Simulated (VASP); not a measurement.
# Os: single point with r2SCAN

Os:

```
CELL_PARAMETERS angstrom
2.65007 0.00000 0.00000
-1.32504 2.29503 0.00000
0.00000 0.00000 2.54557
ATOMIC_POSITIONS crystal
Os 0.00000 0.00000 0.00000
```

This isn't the form of Os at room conditions, which is hcp.

```json
{
  "Program": "VASP 6.6.1",
  "Task": "single point",
  "Functional": "r2SCAN",
  "Potentials or basis": "VASP PAW PBE potentials, release 64 (Os)",
  "Cutoff": "520 eV",
  "k mesh": "24 × 24 × 22",
  "Occupations": "gaussian, width 0.1 eV",
  "Spin": "no spin polarisation",
  "Dipole correction": "no",
  "Further INCAR settings": "ALGO = Normal; EDIFF = 1e-06; NBANDS = 10"
}
```

```yaml
Pressure: 0.7 GPa
Band_gap_on_the_k_mesh: zero (bands 4 and 5 overlap by 5.22 eV)
```

Stress tensor (GPa, compression positive):
```
0.82 0.00 0.00
0.00 0.82 0.00
0.00 0.00 0.51
```

Levels at points of the mesh, in eV from the Fermi level:
```tsv
k point	band 2	band 3	band 4	band 5	band 6	band 7
(0.00, 0.00, 0.00)	-6.40	-2.60	-2.60	2.73	2.73	15.52
(0.50, 0.00, 0.00)	-5.33	-0.92	-0.09	1.93	3.38	8.75
(0.00, 0.00, 0.50)	-1.89	-1.89	-1.32	-0.43	-0.43	7.74
(0.50, 0.00, 0.50)	-5.76	-1.78	3.69	4.73	5.99	6.02
```

Wall time 4.3 min on 1 thread of AMD EPYC 7R13 Processor (Zen 3), with other jobs on the host, peak memory 0.19 GiB.

Caveat: the PAW data sets were made with another functional, which shifts forces and pressure a little; spin-orbit coupling is left out, which moves the levels of the heavy elements.
